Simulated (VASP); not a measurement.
# SiB5C (C2/m) in VASP: a series of runs

The runs below take SiB5C through single point, with PBE.

Program: VASP 6.6.1. These are calculated values, not measurements. Logs are shortened: lines on timing, memory, paths and dates and some standing lists are left out, and cuts for length are marked.

### 1 The cell of the first run

Symmetry: C2/m, No. 12, monoclinic system. Conventional cell: a = 8.240 Å, b = 5.946 Å, c = 5.094 Å, α = 90.00°, β = 115.30°, γ = 90.00°. Si (site symmetry m) has 1 C at 1.84 Å and 2 B at 1.91 Å and 1 Si at 2.25 Å within 2.4 Å. B (site symmetry 1) has 5 B at 1.69 to 1.82 Å and 1 C at 1.70 Å within 2.3 Å. Within 2.2 Å of B (site symmetry m) lie 5 B at 1.69 to 1.79 Å and 1 C at 1.74 Å. B (site symmetry 1) has 1 C at 1.64 Å and 4 B at 1.72 to 1.74 Å and 1 Si at 1.91 Å within 2.2 Å. C (site symmetry m) has 5 B at 1.64 to 1.74 Å and 1 Si at 1.84 Å within 2.2 Å.

### 2 Single point, PBE (8.06 Å³/atom)

INCAR reads:

```
ALGO = Normal ; EDIFF = 1E-6
ENCUT = 600 ; GGA = PE
GGA_COMPAT = F ; ISIF = 2
ISMEAR = 0 ; LASPH = T
LCHARG = F ; LREAL = F
LWAVE = F ; NBANDS = 36
NELM = 120 ; PREC = Accurate
SIGMA = 0.02
```

KPOINTS reads:

```
k-points
0
Gamma
  6 6 6
```

POSCAR reads:

```
SiB5C
1.0
    4.1198641454     -2.9730716047      0.0154216396
    4.1198641454      2.9730716047      0.0154216396
   -2.1940330536      0.0000000000      4.5972428948
Si B C
2 10 2
Direct
    0.3965167916      0.3965167916      0.5893914329
    0.6034832084      0.6034832084      0.4106085671
    0.0169744478      0.3237552896      0.9818086834
    0.3237552896      0.0169744478      0.9818086834
    0.0150093412      0.0150093412      0.6745052639
    0.1745409325      0.7157114001      0.8135709585
    0.7157114001      0.1745409325      0.8135709585
    0.6762447104      0.9830255522      0.0181913166
    0.9830255522      0.6762447104      0.0181913166
    0.9849906588      0.9849906588      0.3254947361
    0.2842885999      0.8254590675      0.1864290415
    0.8254590675      0.2842885999      0.1864290415
    0.1781633694      0.1781633694      0.2678002934
    0.8218366306      0.8218366306      0.7321997066
```

Potentials or basis: VASP PAW PBE potentials, release 64 (Si, B, C).

The run is started by

```console
$ cat potpaw_PBE.64/Si/POTCAR potpaw_PBE.64/B/POTCAR potpaw_PBE.64/C/POTCAR > POTCAR
$ mpirun -np 1 vasp_std > vasp.out
```

OUTCAR:

```text
EDIFF = 1E-6
   ENCUT = 600
   GGA = PE
   ISIF = 2
   ISMEAR = 0
   LASPH = T
   LREAL = F
   NELM = 120
   PREC = Accurate

 ion  position               nearest neighbor table
   1  0.397  0.397  0.589-  13 1.84   7 1.91   6 1.91   2 2.25
   2  0.603  0.603  0.411-  14 1.84  12 1.91  11 1.91   1 2.25
   3  0.017  0.324  0.982-   9 1.69  13 1.70   7 1.74  12 1.74   5 1.79   4 1.82
   4  0.324  0.017  0.982-   8 1.69  13 1.70   6 1.74  11 1.74   5 1.79   3 1.82
   5  0.015  0.015  0.675-  10 1.69  14 1.74   6 1.74   7 1.74   3 1.79   4 1.79
   6  0.175  0.716  0.814-  14 1.64  11 1.72   4 1.74   5 1.74   9 1.74   1 1.91
   7  0.716  0.175  0.814-  14 1.64  12 1.72   3 1.74   5 1.74   8 1.74   1 1.91
   8  0.676  0.983  0.018-   4 1.69  14 1.70  12 1.74   7 1.74  10 1.79   9 1.82
   9  0.983  0.676  0.018-   3 1.69  14 1.70  11 1.74   6 1.74  10 1.79   8 1.82
  10  0.985  0.985  0.325-   5 1.69  13 1.74  12 1.74  11 1.74   9 1.79   8 1.79
  11  0.284  0.825  0.186-  13 1.64   6 1.72   9 1.74  10 1.74   4 1.74   2 1.91
  12  0.825  0.284  0.186-  13 1.64   7 1.72   8 1.74  10 1.74   3 1.74   2 1.91
  13  0.178  0.178  0.268-  11 1.64  12 1.64   3 1.70   4 1.70  10 1.74   1 1.84
  14  0.822  0.822  0.732-   6 1.64   7 1.64   8 1.70   9 1.70   5 1.74   2 1.84

  LATTYP: Found a base centered monoclinic cell.
 ALAT       =     8.2397860175
 B/A-ratio  =     0.7216380616
 C/A-ratio  =     0.6182150214
 COS(beta)  =    -0.4273314747

  Lattice vectors:

 A1 = (   4.1198641454,  -2.9730716047,   0.0154216396)
 A2 = (   4.1198641454,   2.9730716047,   0.0154216396)
 A3 = (  -2.1940330536,   0.0000000000,   4.5972428948)

Analysis of symmetry for initial positions (statically):
=====================================================================
 Subroutine PRICEL returns:
 Original cell was already a primitive cell.

 Routine SETGRP: Setting up the symmetry group for a
 base centered monoclinic supercell.

 Subroutine GETGRP returns: Found  4 space group operations
 (whereof  4 operations were pure point group operations)
 out of a pool of  4 trial point group operations.

The static configuration has the point symmetry C_2h.

Analysis of symmetry for dynamics (positions and initial velocities):
=====================================================================
 Subroutine PRICEL returns:
 Original cell was already a primitive cell.

 Routine SETGRP: Setting up the symmetry group for a
 base centered monoclinic supercell.

 Subroutine GETGRP returns: Found  4 space group operations
 (whereof  4 operations were pure point group operations)
 out of a pool of  4 trial point group operations.

The dynamic configuration has the point symmetry C_2h.

 Subroutine INISYM returns: Found  4 space group operations
 (whereof  4 operations are pure point group operations),
 and found     1 'primitive' translations

----------------------------------------------------------------------------------------

                                     Primitive cell

  volume of cell :     112.8212

  direct lattice vectors                    reciprocal lattice vectors
     4.119864145 -2.973071605  0.015421640     0.121146801 -0.168176239  0.057817281
     4.119864145  2.973071605  0.015421640     0.121146801  0.168176239  0.057817281
    -2.194033054  0.000000000  4.597242895    -0.000812784  0.000000000  0.217133780

  length of vectors
     5.080617400  5.080617400  5.093959489     0.215180466  0.215180466  0.217135301

  position of ions in fractional coordinates (direct lattice)
     0.396516792  0.396516792  0.589391433
     0.603483208  0.603483208  0.410608567
     0.016974448  0.323755290  0.981808683
     0.323755290  0.016974448  0.981808683
     0.015009341  0.015009341  0.674505264
     0.174540933  0.715711400  0.813570959
     0.715711400  0.174540933  0.813570959
     0.676244710  0.983025552  0.018191317
     0.983025552  0.676244710  0.018191317
     0.984990659  0.984990659  0.325494736
     0.284288600  0.825459067  0.186429041
     0.825459067  0.284288600  0.186429041
     0.178163369  0.178163369  0.267800293
     0.821836631  0.821836631  0.732199707

  ion indices of the primitive-cell ions
   primitive index   ion index
                 1           1
                 2           2
                 3           3
                 4           4
                 5           5
                 6           6
                 7           7
                 8           8
                 9           9
                10          10
                11          11
                12          12
                13          13
                14          14

----------------------------------------------------------------------------------------

 KPOINTS: k-points

Automatic generation of k-mesh.
 Grid dimensions read from file:
 generate k-points for:    6    6    6

 Generating k-lattice:

  Cartesian coordinates                     Fractional coordinates (reciprocal lattice)
     0.020191134 -0.028029373  0.009636214     0.166666667 -0.000000000  0.000000000
     0.020191134  0.028029373  0.009636214    -0.000000000  0.166666667  0.000000000
    -0.000135464  0.000000000  0.036188963     0.000000000  0.000000000  0.166666667

  Length of vectors
     0.035863411  0.035863411  0.036189217

  Shift w.r.t. Gamma in fractional coordinates (k-lattice)
     0.000000000  0.000000000  0.000000000

 Subroutine IBZKPT returns following result:
 ===========================================

 Found     68 irreducible k-points:

 Following reciprocal coordinates:
            Coordinates               Weight
  0.000000  0.000000  0.000000      1.000000
  0.166667  0.000000 -0.000000      4.000000
  0.333333  0.000000 -0.000000      4.000000
  0.500000  0.000000 -0.000000      2.000000
  0.166667  0.166667 -0.000000      2.000000
  0.333333  0.166667  0.000000      4.000000
[... 16 lines left out ...]
 -0.333333  0.166667  0.166667      4.000000
 -0.166667  0.166667  0.166667      4.000000
 [... further k-points ...]
   k-points           NKPTS =     68   k-points in BZ     NKDIM =     68   number of bands    NBANDS=     36
   number of dos      NEDOS =    301   number of ions     NIONS =     14
   total plane-waves  NPLWV =  74088
   dimension x,y,z NGX =    42 NGY =   42 NGZ =   42
   dimension x,y,z NGXF=    84 NGYF=   84 NGZF=   84
   ions per type =               2  10   2
   NGX,Y,Z   is equivalent  to a cutoff of  13.74, 13.74, 13.71 a.u.
   NGXF,Y,Z  is equivalent  to a cutoff of  27.49, 27.49, 27.41 a.u.
 SYSTEM =  unknown system
   PREC   = accura    normal or accurate (medium, high low for compatibility)
   ISTART =      0    job   : 0-new  1-cont  2-samecut
   ICHARG =      2    charge: 1-file 2-atom 10-const
   ISPIN  =      1    spin polarized calculation?
   LNONCOLLINEAR =      F non collinear calculations
   LSORBIT =      F    spin-orbit coupling
   LASPH  =      T    aspherical Exc in radial PAW
   ENCUT  =  600.0 eV  44.10 Ry    6.64 a.u.  10.15 10.15 10.17*2*pi/ulx,y,z
   NELM   =    120;   NELMIN=  2; NELMDL= -5     # of ELM steps
   EDIFF  = 0.1E-05   stopping-criterion for ELM
   LREAL  =      F    real-space projection
   EDIFFG = 0.1E-04   stopping-criterion for IOM
   NSW    =      0    number of steps for IOM
   IBRION =     -1    ionic relax: 0-MD 1-quasi-New 2-CG
   NFREE  =      0    steps in history (QN), initial steepest desc. (CG)
   ISIF   =      2    stress and relaxation
   ISYM   =      2    0-nonsym 1-usesym 2-fastsym
   POTIM  = 0.5000    time-step for ionic-motion
   TEBEG  =    0.0;   TEEND  =   0.0 temperature during run
   PSTRESS=    0.0 pullay stress
   NELECT =      46.0000    total number of electrons
   NUPDOWN=      -1.0000    fix difference up-down
   EMIN   =  10.00;   EMAX   =-10.00  energy-range for DOS
   EFERMI =   0.00;   METHOD = LEGACY
   ISMEAR =     0;   SIGMA  =   0.02  broadening in eV -4-tet -1-fermi 0-gaus
   EFERMI_NEDOS =   21; number of points for ismear=-14 and -15
   IALGO  =     38    algorithm
   IMIX   =      4    mixing-type and parameters
     AMIX     =   0.40;   BMIX     =  1.00
     AMIX_MAG =   1.60;   BMIX_MAG =  1.00
  volume/ion in A,a.u.               =       8.06        54.38
  Fermi-wavevector in a.u.,A,eV,Ry     =   1.213940  2.294014 20.050223  1.473650
  Thomas-Fermi vector in A             =   2.349376
   LORBIT       =      0    0 simple, 1 ext, 2 COOP (PROOUT), +10 PAW based schemes
   GGA     = PE    functional components
   LHFCALC =     F    Hartree Fock is set to
   AEXX    =    0.0000 exact exchange contribution
   IVDW    =     0    specifies the selected vdW correction
   LEPSILON=     F    determine dielectric tensor
   LRPA    =     F    only Hartree local field effects (RPA)
 non-spin polarized calculation
 Gauss-broadening in eV      SIGMA  =   0.02
  energy-cutoff  :      600.00
  volume of cell :      112.82
 maximum number of plane-waves:      3782
 NGX is ok and might be reduce to    42
   NGX = 21   NGY = 21   NGZ = 21

 number of electron      45.9999999 magnetization

 Free energy of the ion-electron system (eV)
  ---------------------------------------------------
  ext. energy  EPLUGINS =         0.00000000
  ---------------------------------------------------
  free energy    TOTEN  =       -95.40070600 eV

  energy without entropy =      -95.40070600  energy(sigma->0) =      -95.40070600

 E-fermi :   6.4312     XC(G=0): -11.4373

 val. band max:        6.3096486852   @ k =  -0.1667   0.1667   0.5000
 cond. band min:       8.6802126466   @ k =   0.0000   0.0000   0.5000
 fundamental gap:      2.3705639614
 Fermi energy:         6.4311901111

 k-point     1 :       0.0000    0.0000    0.0000
  band No.  band energies     occupation
      1     -11.0191      2.00000
      2      -7.9599      2.00000
      3      -4.9582      2.00000
      4      -4.6398      2.00000
      5      -4.0007      2.00000
      6      -2.8261      2.00000
[... 27 lines left out ...]
     34      14.6585      0.00000
     35      14.8036      0.00000

 k-point     2 :       0.1667    0.0000   -0.0000
  band No.  band energies     occupation
      1     -10.9649      2.00000
      2      -8.0426      2.00000
      3      -5.3325      2.00000
      4      -4.7115      2.00000
      5      -3.6549      2.00000
      6      -2.6946      2.00000
[... 27 lines left out ...]
     34      14.4817      0.00000
     35      14.6330      0.00000

 k-point     3 :       0.3333    0.0000   -0.0000
  band No.  band energies     occupation
      1     -10.8448      2.00000
      2      -8.2337      2.00000
      3      -5.7473      2.00000
      4      -4.7745      2.00000
      5      -3.3965      2.00000
      6      -2.7072      2.00000
[... 27 lines left out ...]
     34      14.5117      0.00000
     35      14.6786      0.00000
[... 723 lines left out ...]
 k-point    23 :      -0.3333    0.1667    0.1667
  band No.  band energies     occupation
      1     -10.7652      2.00000
      2      -8.2290      2.00000
      3      -5.9988      2.00000
      4      -5.1838      2.00000
      5      -3.7931      2.00000
      6      -2.4124      2.00000
[... 27 lines left out ...]
     34      14.6565      0.00000
     35      14.8701      0.00000

 k-point    24 :      -0.1667    0.1667    0.1667
  band No.  band energies     occupation
      1     -10.8545      2.00000
      2      -8.1787      2.00000
      3      -5.6380      2.00000
      4      -5.1055      2.00000
      5      -3.6917      2.00000
      6      -2.2957      2.00000
[... 27 lines left out ...]
     34      14.2900      0.00000
     35      14.3752      0.00000

 [... further k-points ...]

 [bands above 35 left out]

------------------------ aborting loop because EDIFF is reached ----------------------------------------

  FORCE on cell =-STRESS in cart. coord.  units (eV):
  Direction    XX          YY          ZZ          XY          YZ          ZX
  --------------------------------------------------------------------------------------
  -------------------------------------------------------------------------------------
  Total       15.5111553     15.5008945     15.4661438      0.0000000      0.0000000     -0.0373694
  in kB      220.2743156    220.1286011    219.6351063      0.0000000      0.0000000     -0.5306838
  external PRESSURE =     220.0126743 kB  Pullay stress =       0.0000000 kB

 VOLUME and BASIS-vectors are now :
 -----------------------------------------------------------------------------
  energy-cutoff  :      600.00
  volume of cell :      112.82
      direct lattice vectors                 reciprocal lattice vectors
     4.119864145 -2.973071605  0.015421640     0.121146801 -0.168176239  0.057817281
     4.119864145  2.973071605  0.015421640     0.121146801  0.168176239  0.057817281
    -2.194033054  0.000000000  4.597242895    -0.000812784  0.000000000  0.217133780

 POSITION                                       TOTAL-FORCE (eV/Angst)
 -----------------------------------------------------------------------------------
      1.97405      0.00000      2.72181        -0.004266      0.000000     -0.010725
      4.07165      0.00000      1.90628         0.004266      0.000000      0.010725
     -0.75036      0.91208      4.51887         0.014365      0.004067     -0.003077
     -0.75036     -0.91208      4.51887         0.014365     -0.004067     -0.003077
     -1.35621      0.00000      3.10133         0.010275      0.000000     -0.009607
      1.88272      1.60894      3.75391        -0.000637     -0.021584     -0.012425
      1.88272     -1.60894      3.75391        -0.000637      0.021584     -0.012425
      6.79606      0.91208      0.10922        -0.014365      0.004067      0.003077
      6.79606     -0.91208      0.10922        -0.014365     -0.004067      0.003077
      7.40191      0.00000      1.52676        -0.010275      0.000000      0.009607
      4.16298      1.60894      0.87417         0.000637     -0.021584      0.012425
      4.16298     -1.60894      0.87417         0.000637      0.021584      0.012425
      0.88046      0.00000      1.23664         0.019221      0.000000      0.028011
      5.16524      0.00000      3.39145        -0.019221      0.000000     -0.028011
 -----------------------------------------------------------------------------------
    total drift:                                0.000000     -0.000000     -0.000000

  FREE ENERGIE OF THE ION-ELECTRON SYSTEM (eV)
  ---------------------------------------------------
  free  energy   TOTEN  =       -95.4007060010 eV

  energy  without entropy=      -95.4007060010  energy(sigma->0) =      -95.40070600
```

Run time: 13 min. Hardware: 1 thread of Intel Xeon 8259CL, shared host; peak memory 0.43 GiB.

Results:

* Free energy: -95.4007 eV
* Pressure: 22.0 GPa
* Largest force: 0.034 eV/Å
* Band gap on the k mesh: 2.37 eV (least direct gap 2.53 eV)

Forces in eV/Å, atoms in the order of the input:
```
Si  -0.004  0.000 -0.011
Si   0.004  0.000  0.011
B    0.014  0.004 -0.003
B    0.014 -0.004 -0.003
B    0.010  0.000 -0.010
B   -0.001 -0.022 -0.012
B   -0.001  0.022 -0.012
B   -0.014  0.004  0.003
B   -0.014 -0.004  0.003
B   -0.010  0.000  0.010
B    0.001 -0.022  0.012
B    0.001  0.022  0.012
C    0.019  0.000  0.028
C   -0.019  0.000 -0.028
```

Caveat: the cell stands under pressure.

### 3 Single point, PBE (8.32 Å³/atom)

This run uses another cell than the first one, of 8.32 Å³/atom.

INCAR reads:

```
SYSTEM = SiB5C
PREC = Accurate
ENCUT = 600
EDIFF = 1E-6
ISMEAR = 0
SIGMA = 0.02
LREAL = .False.
LASPH = .True.
NELM = 120
ALGO = Normal
ISIF = 2
LWAVE = .False.
LCHARG = .False.
GGA = PE
NBANDS = 36
GGA_COMPAT = .False.
```

KPOINTS reads:

```
Automatic mesh
0
Gamma
  6 6 6
  0 0 0
```

POSCAR reads:

```
SiB5C
1.0
    4.1741447353     -3.0004355792      0.0095512536
    4.1741447353      3.0004355792      0.0095512536
   -2.2296788854      0.0000000000      4.6474959899
Si B C
2 10 2
Direct
    0.3967597739      0.3967597739      0.5890304599
    0.6032402261      0.6032402261      0.4109695401
    0.0160379664      0.3235883323      0.9826708692
    0.3235883323      0.0160379664      0.9826708692
    0.0144427251      0.0144427251      0.6747476673
    0.1743185991      0.7160627798      0.8138066464
    0.7160627798      0.1743185991      0.8138066464
    0.6764116677      0.9839620336      0.0173291308
    0.9839620336      0.6764116677      0.0173291308
    0.9855572749      0.9855572749      0.3252523327
    0.2839372202      0.8256814009      0.1861933536
    0.8256814009      0.2839372202      0.1861933536
    0.1779751973      0.1779751973      0.2677498396
    0.8220248027      0.8220248027      0.7322501604
```

Potentials or basis: VASP PAW PBE potentials, release 64 (Si, B, C).

The run is started by

```console
$ cat potpaw_PBE.64/Si/POTCAR potpaw_PBE.64/B/POTCAR potpaw_PBE.64/C/POTCAR > POTCAR
$ mpirun -np 1 vasp_std > vasp.out
```

Run time: 12 min. Hardware: 1 thread of Intel Xeon 8259CL, shared host; peak memory 0.44 GiB.

Results (log left out):

* Free energy: -95.8143 eV
* Pressure: 13.6 GPa
* Largest force: 0.032 eV/Å
* Band gap on the k mesh: 2.43 eV (least direct gap 2.59 eV)

Forces on the atoms (eV/Å):
```
Si  -0.004  0.000 -0.010
Si   0.004  0.000  0.010
B    0.013  0.004 -0.003
B    0.013 -0.004 -0.003
B    0.009  0.000 -0.008
B   -0.001 -0.019 -0.011
B   -0.001  0.019 -0.011
B   -0.013  0.004  0.003
B   -0.013 -0.004  0.003
B   -0.009  0.000  0.008
B    0.001 -0.019  0.011
B    0.001  0.019  0.011
C    0.018  0.000  0.026
C   -0.018  0.000 -0.026
```

Levels at points of the mesh, in eV from the valence-band top:
```csv
k point,band 21,band 22,band 23,band 24,band 25,band 26
"(0.00, 0.00, 0.00)",-1.03,-0.36,-0.07,3.46,4.24,4.34
"(0.50, 0.00, 0.00)",-1.15,-0.95,-0.34,2.69,2.99,3.79
"(0.50, 0.50, 0.00)",-1.40,-0.36,-0.20,2.67,3.98,4.12
"(0.00, 0.00, 0.50)",-1.60,-0.39,-0.16,2.43,3.74,3.93
"(0.50, 0.00, 0.50)",-0.99,-0.66,-0.37,2.51,3.83,4.74
"(0.50, 0.50, 0.50)",-0.78,-0.59,-0.07,2.97,3.04,3.61
```

Caveat: the cell stands under pressure. A k mesh can miss the band edges.
